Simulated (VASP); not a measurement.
# BN (lda) (P6_3mc) in VASP: a series of runs

The runs below take BN (lda) through relaxation of cell and atoms, single point, with LDA.

Everything below comes from runs of VASP 6.6.1. Logs are shortened: lines on timing, memory, paths and dates and some standing lists are left out, and cuts for length are marked.

### 1 The cell of the first run

Symmetry: P6_3mc, No. 186, hexagonal system. The conventional cell has a = 2.523 Å, b = 2.523 Å, c = 4.175 Å, α = 90.00°, β = 90.00°, γ = 120.00°. B (site symmetry 3m) has 4 N at 1.55 to 1.56 Å within 2.1 Å. N (site symmetry 3m) has 4 B at 1.55 to 1.56 Å within 2.1 Å.

### 2 Relaxation of cell and atoms, LDA

Input file INCAR:

```
SYSTEM = BN
PREC = Accurate ; ENCUT = 600
EDIFF = 1E-6 ; ISMEAR = 0
SIGMA = 0.02 ; LREAL = .FALSE.
LASPH = .TRUE. ; NELM = 60
ALGO = Normal ; ISIF = 3
LWAVE = .FALSE. ; LCHARG = .FALSE.
GGA = CA ; IBRION = 2
NSW = 100 ; EDIFFG = -0.002
```

Input file KPOINTS:

```
Automatic mesh
0
G
  9 9 6
  0 0 0
```

Input file POSCAR:

```
BN
1.0
    2.5231052628      0.0000000000      0.0000000000
   -1.2615526314      2.1850732540      0.0000000000
    0.0000000000      0.0000000000      4.1752672244
B N
2 2
Direct
    0.3333333333      0.6666666667     -0.0001461616
    0.6666666667      0.3333333333      0.4998538384
    0.3333333333      0.6666666667      0.3741461616
    0.6666666667      0.3333333333      0.8741461616
```

Potentials or basis: VASP PAW LDA potentials, release 64 (B, N).

The run is started by

```bash
$ cat potpaw_LDA.64/B/POTCAR potpaw_LDA.64/N/POTCAR > POTCAR
$ mpirun -np 1 vasp_std > vasp.out
```

OUTCAR:

```text
SYSTEM = BN
   PREC = Accurate
   ENCUT = 600
   EDIFF = 1E-6
   ISMEAR = 0
   LREAL = .FALSE.
   LASPH = .TRUE.
   NELM = 60
   ISIF = 3
   GGA = CA
   IBRION = 2
   NSW = 100
   EDIFFG = -0.002

 ion  position               nearest neighbor table
   1  0.333  0.667  1.000-   4 1.55   4 1.55   4 1.55   3 1.56
   2  0.667  0.333  0.500-   3 1.55   3 1.55   3 1.55   4 1.56
   3  0.333  0.667  0.374-   2 1.55   2 1.55   2 1.55   1 1.56
   4  0.667  0.333  0.874-   1 1.55   1 1.55   1 1.55   2 1.56

  LATTYP: Found a hexagonal cell.
 ALAT       =     2.5231052628
 C/A-ratio  =     1.6548129347

  Lattice vectors:

 A1 = (   2.5231052628,   0.0000000000,   0.0000000000)
 A2 = (  -1.2615526314,   2.1850732540,   0.0000000000)
 A3 = (   0.0000000000,   0.0000000000,   4.1752672244)

Analysis of symmetry for initial positions (statically):
=====================================================================
 Subroutine PRICEL returns:
 Original cell was already a primitive cell.

 Routine SETGRP: Setting up the symmetry group for a
 hexagonal supercell.

 Subroutine GETGRP returns: Found 12 space group operations
 (whereof  6 operations were pure point group operations)
 out of a pool of 24 trial point group operations.

The static configuration has the point symmetry C_3v.
 The point group associated with its full space group is C_6v.

Analysis of symmetry for dynamics (positions and initial velocities):
=====================================================================
 Subroutine PRICEL returns:
 Original cell was already a primitive cell.

 Routine SETGRP: Setting up the symmetry group for a
 hexagonal supercell.

 Subroutine GETGRP returns: Found 12 space group operations
 (whereof  6 operations were pure point group operations)
 out of a pool of 24 trial point group operations.

The dynamic configuration has the point symmetry C_3v.
 The point group associated with its full space group is C_6v.

 Subroutine INISYM returns: Found 12 space group operations
 (whereof  6 operations are pure point group operations),
 and found     1 'primitive' translations

----------------------------------------------------------------------------------------

                                     Primitive cell

  volume of cell :      23.0190

  direct lattice vectors                    reciprocal lattice vectors
     2.523105263  0.000000000  0.000000000     0.396337012  0.228825280  0.000000000
    -1.261552631  2.185073254  0.000000000     0.000000000  0.457650561  0.000000000
     0.000000000  0.000000000  4.175267224     0.000000000  0.000000000  0.239505628

  length of vectors
     2.523105263  2.523105263  4.175267224     0.457650561  0.457650561  0.239505628

  position of ions in fractional coordinates (direct lattice)
     0.333333333  0.666666667  0.999853838
     0.666666667  0.333333333  0.499853838
     0.333333333  0.666666667  0.374146162
     0.666666667  0.333333333  0.874146162

  ion indices of the primitive-cell ions
   primitive index   ion index
                 1           1
                 2           2
                 3           3
                 4           4

----------------------------------------------------------------------------------------

 KPOINTS: Automatic mesh

Automatic generation of k-mesh.
 Grid dimensions read from file:
 generate k-points for:    9    9    6

 Generating k-lattice:

  Cartesian coordinates                     Fractional coordinates (reciprocal lattice)
     0.044037446  0.025425031  0.000000000     0.111111111  0.000000000  0.000000000
     0.000000000  0.050850062  0.000000000     0.000000000  0.111111111  0.000000000
     0.000000000  0.000000000  0.039917605     0.000000000  0.000000000  0.166666667

  Length of vectors
     0.050850062  0.050850062  0.039917605

  Shift w.r.t. Gamma in fractional coordinates (k-lattice)
     0.000000000  0.000000000  0.000000000

 Subroutine IBZKPT returns following result:
 ===========================================

 Found     48 irreducible k-points:

 Following reciprocal coordinates:
            Coordinates               Weight
  0.000000  0.000000  0.000000      1.000000
  0.111111  0.000000  0.000000      6.000000
  0.222222  0.000000  0.000000      6.000000
  0.333333  0.000000  0.000000      6.000000
  0.444444  0.000000  0.000000      6.000000
  0.111111  0.111111  0.000000      6.000000
[... 16 lines left out ...]
  0.333333  0.222222  0.166667     24.000000
  0.333333  0.333333  0.166667      4.000000
 [... further k-points ...]
   k-points           NKPTS =     48   k-points in BZ     NKDIM =     48   number of bands    NBANDS=     12
   number of dos      NEDOS =    301   number of ions     NIONS =      4
   total plane-waves  NPLWV =  14400
   dimension x,y,z NGX =    20 NGY =   20 NGZ =   36
   dimension x,y,z NGXF=    40 NGYF=   40 NGZF=   72
   ions per type =               2   2
   NGX,Y,Z   is equivalent  to a cutoff of  13.18, 13.18, 14.33 a.u.
   NGXF,Y,Z  is equivalent  to a cutoff of  26.36, 26.36, 28.67 a.u.
 SYSTEM =  BN
   PREC   = accura    normal or accurate (medium, high low for compatibility)
   ISTART =      0    job   : 0-new  1-cont  2-samecut
   ICHARG =      2    charge: 1-file 2-atom 10-const
   ISPIN  =      1    spin polarized calculation?
   LNONCOLLINEAR =      F non collinear calculations
   LSORBIT =      F    spin-orbit coupling
   LASPH  =      T    aspherical Exc in radial PAW
   ENCUT  =  600.0 eV  44.10 Ry    6.64 a.u.   5.04  5.04  8.34*2*pi/ulx,y,z
   NELM   =     60;   NELMIN=  2; NELMDL= -5     # of ELM steps
   EDIFF  = 0.1E-05   stopping-criterion for ELM
   LREAL  =      F    real-space projection
   EDIFFG = -.2E-02   stopping-criterion for IOM
   NSW    =    100    number of steps for IOM
   IBRION =      2    ionic relax: 0-MD 1-quasi-New 2-CG
   NFREE  =      1    steps in history (QN), initial steepest desc. (CG)
   ISIF   =      3    stress and relaxation
   ISYM   =      2    0-nonsym 1-usesym 2-fastsym
   POTIM  = 0.5000    time-step for ionic-motion
   TEBEG  =    0.0;   TEEND  =   0.0 temperature during run
   PSTRESS=    0.0 pullay stress
   NELECT =      16.0000    total number of electrons
   NUPDOWN=      -1.0000    fix difference up-down
   EMIN   =  10.00;   EMAX   =-10.00  energy-range for DOS
   EFERMI =   0.00;   METHOD = LEGACY
   ISMEAR =     0;   SIGMA  =   0.02  broadening in eV -4-tet -1-fermi 0-gaus
   EFERMI_NEDOS =   21; number of points for ismear=-14 and -15
   IALGO  =     38    algorithm
   IMIX   =      4    mixing-type and parameters
     AMIX     =   0.40;   BMIX     =  1.00
     AMIX_MAG =   1.60;   BMIX_MAG =  1.00
  volume/ion in A,a.u.               =       5.75        38.83
  Fermi-wavevector in a.u.,A,eV,Ry     =   1.450172  2.740428 28.613049  2.103000
  Thomas-Fermi vector in A             =   2.567815
   LORBIT       =      0    0 simple, 1 ext, 2 COOP (PROOUT), +10 PAW based schemes
   GGA     = CA    functional components
   LHFCALC =     F    Hartree Fock is set to
   AEXX    =    0.0000 exact exchange contribution
   IVDW    =     0    specifies the selected vdW correction
   LEPSILON=     F    determine dielectric tensor
   LRPA    =     F    only Hartree local field effects (RPA)
 conjugate gradient relaxation of ions
 non-spin polarized calculation
 Gauss-broadening in eV      SIGMA  =   0.02
  energy-cutoff  :      600.00
  volume of cell :       23.02
 maximum number of plane-waves:       780
   NGX = 11   NGY = 11   NGZ = 17

--------------------------------------- Ionic step        1  -------------------------------------------

 number of electron      16.0000002 magnetization

 Free energy of the ion-electron system (eV)
  ---------------------------------------------------
  ext. energy  EPLUGINS =         0.00000000
  ---------------------------------------------------
  free energy    TOTEN  =       -38.76043794 eV

  energy without entropy =      -38.76043794  energy(sigma->0) =      -38.76043794

------------------------ aborting loop because EDIFF is reached ----------------------------------------

  FORCE on cell =-STRESS in cart. coord.  units (eV):
  Direction    XX          YY          ZZ          XY          YZ          ZX
  --------------------------------------------------------------------------------------
  -------------------------------------------------------------------------------------
  Total        0.1096228      0.1096228      0.0990495      0.0000000      0.0000000      0.0000000
  in kB        7.6300221      7.6300221      6.8940966      0.0000000      0.0000000      0.0000000
  external PRESSURE =       7.3847136 kB  Pullay stress =       0.0000000 kB
[... 61 lines left out ...]
  energy  without entropy=      -38.7604222485  energy(sigma->0) =      -38.76042225

--------------------------------------- Ionic step        3  -------------------------------------------

 number of electron      16.0000002 magnetization

 Free energy of the ion-electron system (eV)
  ---------------------------------------------------
  ext. energy  EPLUGINS =         0.00000000
  ---------------------------------------------------
  free energy    TOTEN  =       -38.76053988 eV

  energy without entropy =      -38.76053988  energy(sigma->0) =      -38.76053988

 E-fermi :   7.9409     XC(G=0): -13.2131

 val. band max:        7.8612579370   @ k =   0.0000   0.0000   0.0000
 cond. band min:      12.7678503242   @ k =   0.3333   0.3333   0.0000
 fundamental gap:      4.9065923872
 Fermi energy:         7.9409000872

 k-point     1 :       0.0000    0.0000    0.0000
  band No.  band energies     occupation
      1     -12.6710      2.00000
      2      -8.3432      2.00000
      3      -3.3241      2.00000
      4       5.6768      2.00000
      5       5.6768      2.00000
      6       7.5650      2.00000
      7       7.8613      2.00000
      8       7.8613      2.00000
      9      16.1946      0.00000
     10      16.1946      0.00000
     11      16.4765      0.00000
     12      17.7688      0.00000
[... 331 lines left out ...]
 k-point    24 :       0.3333    0.3333    0.1667
  band No.  band energies     occupation
      1      -7.1051      2.00000
      2      -7.1051      2.00000
      3      -1.5220      2.00000
      4      -0.0391      2.00000
      5      -0.0391      2.00000
      6       1.8119      2.00000
      7       3.1130      2.00000
      8       3.1130      2.00000
      9      13.5317      0.00000
     10      19.9484      0.00000
     11      19.9484      0.00000
     12      21.3784      0.00000

 [... further k-points ...]
[... 5 lines left out ...]
  --------------------------------------------------------------------------------------
  -------------------------------------------------------------------------------------
  Total        0.0015866      0.0015866     -0.0041982      0.0000000      0.0000000      0.0000000
  in kB        0.1102306      0.1102306     -0.2916662      0.0000000      0.0000000      0.0000000
  external PRESSURE =      -0.0237350 kB  Pullay stress =       0.0000000 kB
[... 19 lines left out ...]
  FREE ENERGIE OF THE ION-ELECTRON SYSTEM (eV)
  ---------------------------------------------------
  free  energy   TOTEN  =       -38.7605398826 eV

  energy  without entropy=      -38.7605398826  energy(sigma->0) =      -38.76053988

 reached required accuracy - stopping structural energy minimisation
```

Wall time 9.1 s (1 thread of Intel Xeon 6975P-C (Granite Rapids), shared host); peak memory 0.13 GiB.

What came out:

```yaml
Free_energy: -38.7605 eV
Relaxed_volume: 5.77 Å³/atom
Relaxed_cell: a = 2.525 Å, b = 2.525 Å, c = 4.178 Å, α = 90.00°, β = 90.00°, γ = 120.00°
Space_group_after_relaxing_to_0.05_Å: P6_3mc (No. 186)
Energy_gained_by_relaxing: 0.0 meV/atom
Ionic_steps: 3
Pressure_after_relaxing: 0.0 GPa
Band_gap_on_the_k_mesh: 4.91 eV, indirect (least direct gap 8.27 eV)
```

Step by step:
| step | energy change (eV) | largest force (eV/Å) | pressure (GPa) | volume (Å³) |
| --- | --- | --- | --- | --- |
| 1 | 0.0000 | 0.0089 | 0.74 | 23.02 |
| 2 | 0.0000 | 0.0088 | -0.80 | 23.11 |
| 3 | -0.0001 | 0.0005 | 0.00 | 23.06 |

Final structure:
```
B N
1.0
     2.52471    0.00000    0.00000
    -1.26235    2.18646    0.00000
     0.00000    0.00000    4.17766
B N
2 2
Direct
  0.33333 0.66667 0.99980
  0.66667 0.33333 0.49980
  0.33333 0.66667 0.37420
  0.66667 0.33333 0.87420
```

Levels at points of the mesh, in eV from the valence-band top:
```
           k point  band 4  band 5  band 6  band 7  band 8  band 9  band 10  band 11  band 12
(0.00, 0.00, 0.00)   -2.18   -2.18   -0.30    0.00    0.00    8.33     8.33     8.62     9.91
(0.00, 0.00, 0.50)   -5.81   -1.21   -1.21   -1.21   -1.21    9.68     9.68     9.92     9.92
```

[end of part 1 of 3]
